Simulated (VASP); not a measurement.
# Bi2Te3 (R3m) in VASP: electric field gradients with PBE

Aim: the electric field gradients of Bi2Te3 with PBE.

Program: VASP 6.6.1. These are calculated values, not measurements. Logs are shortened: lines on timing, memory, paths and dates and some standing lists are left out, and cuts for length are marked.

### 1 The cell of the first run

The structure is trigonal, space group R3m (No. 160). Conventional cell: a = 4.327 Å, b = 4.327 Å, c = 29.231 Å, α = 90.00°, β = 90.00°, γ = 120.00°. Bi (site symmetry 3m) has 3 Te at 2.97 Å and 3 Bi at 3.36 Å within 3.9 Å. Within 4.6 Å of Bi (site symmetry 3m) lie 9 Te at 3.20 to 4.58 Å and 9 Bi at 3.36 to 4.33 Å. Within 3.9 Å of Te (site symmetry 3m) lie 6 Te at 2.98 to 3.38 Å. Within 3.9 Å of Te (site symmetry 3m) lie 3 Bi at 2.97 Å and 3 Te at 3.38 Å. Within 3.9 Å of Te (site symmetry 3m) lie 3 Te at 2.98 Å and 3 Bi at 3.20 Å.

### 2 Electric field gradients, PBE (31.60 Å³/atom)

Input file INCAR:

```
PREC = Accurate
ENCUT = 520
EDIFF = 1E-8
ISMEAR = -1
SIGMA = 0.08
LREAL = F
LASPH = T
NELM = 80
ALGO = Normal
ISIF = 2
LWAVE = F
LCHARG = F
GGA = PE
LEFG = T
NBANDS = 32
```

Input file KPOINTS:

```
Automatic mesh
0
Gamma
  8 8 8
```

Input file POSCAR:

```
Bi2Te3
1.0
    2.1634171494      1.2490494735      9.7436197600
   -2.1634171494      1.2490494735      9.7436197600
    0.0000000000     -2.4980989472      9.7436197600
Bi Te
2 3
Direct
    0.8120000000      0.8120000000      0.8120000000
    0.4020000000      0.4020000000      0.4020000000
    0.6110000000      0.6110000000      0.6110000000
    0.2000000000      0.2000000000      0.2000000000
    0.0000000000      0.0000000000      0.0000000000
```

Potentials or basis: VASP PAW PBE potentials, release 64 (Bi_d, Te).

The run is started by

```sh
$ cat potpaw_PBE.64/Bi_d/POTCAR potpaw_PBE.64/Te/POTCAR > POTCAR
$ mpirun -np 1 vasp_std > vasp.out
```

OUTCAR:

```text
PREC = Accurate
   ENCUT = 520
   EDIFF = 1E-8
   ISMEAR = -1
   LREAL = F
   LASPH = T
   NELM = 80
   ISIF = 2
   GGA = PE

 ion  position               nearest neighbor table
   1  0.812  0.812  0.812-   4 2.97   4 2.97   4 2.97   2 3.36   2 3.36   2 3.36
   2  0.402  0.402  0.402-   5 3.20   5 3.20   5 3.20   1 3.36   1 3.36   1 3.36
   3  0.611  0.611  0.611-   5 2.98   5 2.98   5 2.98   4 3.38   4 3.38   4 3.38
   4  0.200  0.200  0.200-   1 2.97   1 2.97   1 2.97   3 3.38   3 3.38   3 3.38
   5  0.000  0.000  0.000-   3 2.98   3 2.98   3 2.98   2 3.20   2 3.20   2 3.20

  LATTYP: Found a trigonal (rhomboedric) cell.
 ALAT       =    10.0587585903
 COS(alpha) =     0.9074829532

  Lattice vectors:

 A1 = (   2.1634171494,   1.2490494735,   9.7436197600)
 A2 = (  -2.1634171494,   1.2490494735,   9.7436197600)
 A3 = (   0.0000000000,  -2.4980989472,   9.7436197600)

Analysis of symmetry for initial positions (statically):
=====================================================================
 Subroutine PRICEL returns:
 Original cell was already a primitive cell.

 Routine SETGRP: Setting up the symmetry group for a
 trigonal (rhombohedral) supercell.

 Subroutine GETGRP returns: Found  6 space group operations
 (whereof  6 operations were pure point group operations)
 out of a pool of 12 trial point group operations.

The static configuration has the point symmetry C_3v.

Analysis of symmetry for dynamics (positions and initial velocities):
=====================================================================
 Subroutine PRICEL returns:
 Original cell was already a primitive cell.

 Routine SETGRP: Setting up the symmetry group for a
 trigonal (rhombohedral) supercell.

 Subroutine GETGRP returns: Found  6 space group operations
 (whereof  6 operations were pure point group operations)
 out of a pool of 12 trial point group operations.

The dynamic configuration has the point symmetry C_3v.

 Subroutine INISYM returns: Found  6 space group operations
 (whereof  6 operations are pure point group operations),
 and found     1 'primitive' translations

----------------------------------------------------------------------------------------

                                     Primitive cell

  volume of cell :     157.9761

  direct lattice vectors                    reciprocal lattice vectors
     2.163417149  1.249049473  9.743619760     0.231115853  0.133434800  0.034210421
    -2.163417149  1.249049473  9.743619760    -0.231115853  0.133434800  0.034210421
     0.000000000 -2.498098947  9.743619760     0.000000000 -0.266869600  0.034210421

  length of vectors
    10.058758590 10.058758590 10.058758590     0.269053408  0.269053408  0.269053408

  position of ions in fractional coordinates (direct lattice)
     0.812000000  0.812000000  0.812000000
     0.402000000  0.402000000  0.402000000
     0.611000000  0.611000000  0.611000000
     0.200000000  0.200000000  0.200000000
     0.000000000  0.000000000  0.000000000

  ion indices of the primitive-cell ions
   primitive index   ion index
                 1           1
                 2           2
                 3           3
                 4           4
                 5           5

----------------------------------------------------------------------------------------

 KPOINTS: Automatic mesh

Automatic generation of k-mesh.
 Grid dimensions read from file:
 generate k-points for:    8    8    8

 Generating k-lattice:

  Cartesian coordinates                     Fractional coordinates (reciprocal lattice)
     0.028889482  0.016679350  0.004276303     0.125000000  0.000000000 -0.000000000
    -0.028889482  0.016679350  0.004276303     0.000000000  0.125000000 -0.000000000
     0.000000000 -0.033358700  0.004276303    -0.000000000 -0.000000000  0.125000000

  Length of vectors
     0.033631676  0.033631676  0.033631676

  Shift w.r.t. Gamma in fractional coordinates (k-lattice)
     0.000000000  0.000000000  0.000000000

 Subroutine IBZKPT returns following result:
 ===========================================

 Found     65 irreducible k-points:

 Following reciprocal coordinates:
            Coordinates               Weight
  0.000000  0.000000  0.000000      1.000000
  0.125000  0.000000 -0.000000      6.000000
  0.250000  0.000000 -0.000000      6.000000
  0.375000  0.000000  0.000000      6.000000
  0.500000  0.000000 -0.000000      3.000000
  0.125000  0.125000 -0.000000      6.000000
[... 16 lines left out ...]
  0.250000  0.125000  0.125000      6.000000
  0.375000  0.125000  0.125000      6.000000
 [... further k-points ...]
   k-points           NKPTS =     65   k-points in BZ     NKDIM =     65   number of bands    NBANDS=     32
   number of dos      NEDOS =    301   number of ions     NIONS =      5
   total plane-waves  NPLWV = 512000
   dimension x,y,z NGX =    80 NGY =   80 NGZ =   80
   dimension x,y,z NGXF=   160 NGYF=  160 NGZF=  160
   ions per type =               2   3
   NGX,Y,Z   is equivalent  to a cutoff of  13.22, 13.22, 13.22 a.u.
   NGXF,Y,Z  is equivalent  to a cutoff of  26.44, 26.44, 26.44 a.u.
 SYSTEM =  unknown system
   PREC   = accura    normal or accurate (medium, high low for compatibility)
   ISTART =      0    job   : 0-new  1-cont  2-samecut
   ICHARG =      2    charge: 1-file 2-atom 10-const
   ISPIN  =      1    spin polarized calculation?
   LNONCOLLINEAR =      F non collinear calculations
   LSORBIT =      F    spin-orbit coupling
   LASPH  =      T    aspherical Exc in radial PAW
   ENCUT  =  520.0 eV  38.22 Ry    6.18 a.u.  18.70 18.70 18.70*2*pi/ulx,y,z
   NELM   =     80;   NELMIN=  2; NELMDL= -5     # of ELM steps
   EDIFF  = 0.1E-07   stopping-criterion for ELM
   LREAL  =      F    real-space projection
   EDIFFG = 0.1E-06   stopping-criterion for IOM
   NSW    =      0    number of steps for IOM
   IBRION =     -1    ionic relax: 0-MD 1-quasi-New 2-CG
   NFREE  =      0    steps in history (QN), initial steepest desc. (CG)
   ISIF   =      2    stress and relaxation
   ISYM   =      2    0-nonsym 1-usesym 2-fastsym
   POTIM  = 0.5000    time-step for ionic-motion
   TEBEG  =    0.0;   TEEND  =   0.0 temperature during run
   PSTRESS=    0.0 pullay stress
   NELECT =      48.0000    total number of electrons
   NUPDOWN=      -1.0000    fix difference up-down
   EMIN   =  10.00;   EMAX   =-10.00  energy-range for DOS
   EFERMI =   0.00;   METHOD = LEGACY
   ISMEAR =    -1;   SIGMA  =   0.08  broadening in eV -4-tet -1-fermi 0-gaus
   EFERMI_NEDOS =   21; number of points for ismear=-14 and -15
   IALGO  =     38    algorithm
   IMIX   =      4    mixing-type and parameters
     AMIX     =   0.40;   BMIX     =  1.00
     AMIX_MAG =   1.60;   BMIX_MAG =  1.00
  volume/ion in A,a.u.               =      31.60       213.22
  Fermi-wavevector in a.u.,A,eV,Ry     =   1.100588  2.079810 16.480653  1.211294
  Thomas-Fermi vector in A             =   2.237001
   LORBIT       =      0    0 simple, 1 ext, 2 COOP (PROOUT), +10 PAW based schemes
   GGA     = PE    functional components
   LHFCALC =     F    Hartree Fock is set to
   AEXX    =    0.0000 exact exchange contribution
   IVDW    =     0    specifies the selected vdW correction
   LEPSILON=     F    determine dielectric tensor
   LRPA    =     F    only Hartree local field effects (RPA)
 non-spin polarized calculation
  energy-cutoff  :      520.00
  volume of cell :      157.98
 maximum number of plane-waves:      4273
 NGX is ok and might be reduce to    80
   NGX = 37   NGY = 37   NGZ = 37

 number of electron      47.9999998 magnetization

 Free energy of the ion-electron system (eV)
  ---------------------------------------------------
  ext. energy  EPLUGINS =         0.00000000
  ---------------------------------------------------
  free energy    TOTEN  =       -16.70261516 eV

  energy without entropy =      -16.67146216  energy(sigma->0) =      -16.68703866

 E-fermi :   7.2605     XC(G=0):  -9.6811

 val. band max:        7.2558396950   @ k =   0.5000   0.2500   0.2500
 cond. band min:       7.2850158465   @ k =  -0.1250   0.1250   0.0000
 fundamental gap:      0.0291761515
 Fermi energy:         7.2605442340

 k-point     1 :       0.0000    0.0000    0.0000
  band No.  band energies     occupation
      1     -15.9744      2.00000
      2     -15.9744      2.00000
      3     -15.9389      2.00000
      4     -15.9389      2.00000
      5     -15.9346      2.00000
      6     -15.3498      2.00000
[... 24 lines left out ...]
     31      11.7505      0.00000
     32      12.0492      0.00000

 k-point     2 :       0.1250    0.0000   -0.0000
  band No.  band energies     occupation
      1     -15.9753      2.00000
      2     -15.9725      2.00000
      3     -15.9396      2.00000
      4     -15.9383      2.00000
      5     -15.9331      2.00000
      6     -15.3501      2.00000
[... 24 lines left out ...]
     31      11.2839      0.00000
     32      11.8686      0.00000

 k-point     3 :       0.2500    0.0000   -0.0000
  band No.  band energies     occupation
      1     -15.9776      2.00000
      2     -15.9686      2.00000
      3     -15.9415      2.00000
      4     -15.9363      2.00000
      5     -15.9290      2.00000
      6     -15.3557      2.00000
[... 24 lines left out ...]
     31      11.0162      0.00000
     32      12.4964      0.00000

 k-point     4 :       0.3750    0.0000    0.0000
  band No.  band energies     occupation
      1     -15.9803      2.00000
      2     -15.9655      2.00000
      3     -15.9433      2.00000
      4     -15.9334      2.00000
      5     -15.9247      2.00000
      6     -15.3622      2.00000
[... 654 lines left out ...]
     31      11.7484      0.00000
     32      12.1115      0.00000

 k-point    23 :       0.2500    0.1250    0.1250
  band No.  band energies     occupation
      1     -15.9753      2.00000
      2     -15.9725      2.00000
      3     -15.9396      2.00000
      4     -15.9383      2.00000
      5     -15.9331      2.00000
      6     -15.3501      2.00000
[... 24 lines left out ...]
     31      11.2833      0.00000
     32      11.9619      0.00000

 k-point    24 :       0.3750    0.1250    0.1250
  band No.  band energies     occupation
      1     -15.9776      2.00000
      2     -15.9686      2.00000
      3     -15.9415      2.00000
      4     -15.9363      2.00000
      5     -15.9290      2.00000
      6     -15.3557      2.00000
[... 24 lines left out ...]
     31      11.0220      0.00000
     32      12.1950      0.00000

 [... further k-points ...]

------------------------ aborting loop because EDIFF is reached ----------------------------------------

  FORCE on cell =-STRESS in cart. coord.  units (eV):
  Direction    XX          YY          ZZ          XY          YZ          ZX
  --------------------------------------------------------------------------------------
  -------------------------------------------------------------------------------------
  Total        5.6141846      5.6141846      4.7692701      0.0000000     -0.0000000      0.0000000
  in kB       56.9384691     56.9384691     48.3694353      0.0000000     -0.0000000      0.0000000
  external PRESSURE =      54.0821245 kB  Pullay stress =       0.0000000 kB

 VOLUME and BASIS-vectors are now :
 -----------------------------------------------------------------------------
  energy-cutoff  :      520.00
  volume of cell :      157.98
      direct lattice vectors                 reciprocal lattice vectors
     2.163417149  1.249049473  9.743619760     0.231115853  0.133434800  0.034210421
    -2.163417149  1.249049473  9.743619760    -0.231115853  0.133434800  0.034210421
     0.000000000 -2.498098947  9.743619760     0.000000000 -0.266869600  0.034210421

 POSITION                                       TOTAL-FORCE (eV/Angst)
 -----------------------------------------------------------------------------------
      0.00000     -0.00000     23.73546         0.000000      0.000000     -1.214763
      0.00000     -0.00000     11.75081         0.000000      0.000000     -0.377024
      0.00000     -0.00000     17.86006         0.000000      0.000000     -1.036054
      0.00000     -0.00000      5.84617         0.000000     -0.000000      1.212190
      0.00000      0.00000      0.00000         0.000000     -0.000000      1.415652
 -----------------------------------------------------------------------------------
    total drift:                               -0.000000     -0.000000     -0.000661

  FREE ENERGIE OF THE ION-ELECTRON SYSTEM (eV)
  ---------------------------------------------------
  free  energy   TOTEN  =       -16.7026151605 eV

  energy  without entropy=      -16.6714621623  energy(sigma->0) =      -16.68703866

 Electric field gradients (V/A^2)
---------------------------------------------------------------------
 ion       V_xx      V_yy      V_zz      V_xy      V_xz      V_yz
---------------------------------------------------------------------
   1      21.926    21.926   -43.852     0.000     0.000     0.000
   2      -3.887    -3.887     7.773     0.000     0.000     0.000
   3      -4.067    -4.067     8.135    -0.000    -0.000     0.000
   4      -6.687    -6.687    13.374    -0.000    -0.000     0.000
   5     -11.632   -11.632    23.264     0.000    -0.000     0.000
---------------------------------------------------------------------

 Electric field gradients after diagonalization (V/A^2)
 (convention: |V_zz| > |V_xx| > |V_yy|)
----------------------------------------------------------------------
 ion       V_xx      V_yy      V_zz     asymmetry (V_yy - V_xx)/ V_zz
----------------------------------------------------------------------
   1      21.926    21.926   -43.852       0.000
   2      -3.887    -3.887     7.773       0.000
   3      -4.067    -4.067     8.135       0.000
   4      -6.687    -6.687    13.374       0.000
   5     -11.632   -11.632    23.264       0.000
----------------------------------------------------------------------

           NMR quadrupolar parameters

 Cq : quadrupolar parameter    Cq=e*Q*V_zz/h
 eta: asymmetry parameters     (V_yy - V_xx)/ V_zz
 Q  : nuclear electric quadrupole moment in mb (millibarn)
----------------------------------------------------------------------
 ion       Cq(MHz)       eta       Q (mb)
----------------------------------------------------------------------
   1      -0.106       0.000       1.000
   2       0.019       0.000       1.000
   3       0.020       0.000       1.000
   4       0.032       0.000       1.000
   5       0.056       0.000       1.000
----------------------------------------------------------------------
```

Run time: 32 min. Hardware: 1 thread of Oxide Virtual Turin-like, shared host; peak memory 1 GiB.

What came out:

| Property | Result |
| --- | --- |
| Free energy | -16.7026 eV |
| Pressure | 5.4 GPa |
| Largest force | 1.416 eV/Å |
| Band gap on the k mesh | zero (bands 24 and 25 overlap by 0.17 eV) |
| Largest electric field gradient by atom | Bi -43.9, +7.8; Te +8.1, +13.4, +23.3 V/Å² |

Forces in eV/Å, atoms in the order of the input:
```
Bi   0.000  0.000 -1.215
Bi   0.000  0.000 -0.377
Te   0.000  0.000 -1.036
Te   0.000  0.000  1.212
Te   0.000  0.000  1.416
```

Stress tensor (GPa, compression positive):
```
5.69 0.00 0.00
0.00 5.69 0.00
0.00 0.00 4.84
```

Levels at points of the mesh, in eV from the Fermi level:
```tsv
k point	band 22	band 23	band 24	band 25	band 26	band 27
(0.00, 0.00, 0.00)	-0.56	-0.56	-0.44	-0.04	0.24	0.24
(0.50, 0.00, 0.00)	-2.42	-0.39	-0.27	-0.14	0.42	2.54
(0.50, 0.50, 0.00)	-1.97	-1.23	-0.55	0.33	1.07	1.86
(0.50, 0.50, 0.50)	-0.84	-0.82	-0.82	0.44	0.87	0.87
```

Electric field gradients, principal values (V/Å²):
```csv
atom,least,middle,greatest (by size)
1 Bi,21.926,21.926,-43.852
2 Bi,-3.887,-3.887,7.773
3 Te,-4.067,-4.067,8.135
4 Te,-6.687,-6.687,13.374
5 Te,-11.632,-11.632,23.264
```

Caveat: the cell stands under pressure; without QUAD_EFG the Cq values of the log hold for a quadrupole moment of 1 mb, not for the nuclei; spin-orbit coupling is left out, which moves the levels of the heavy elements; forces of over 1 eV/Å act on the atoms, so gaps and moduli don't describe the material at rest.

The gap in the log of VASP goes by the Fermi energy; the results here count the filled bands.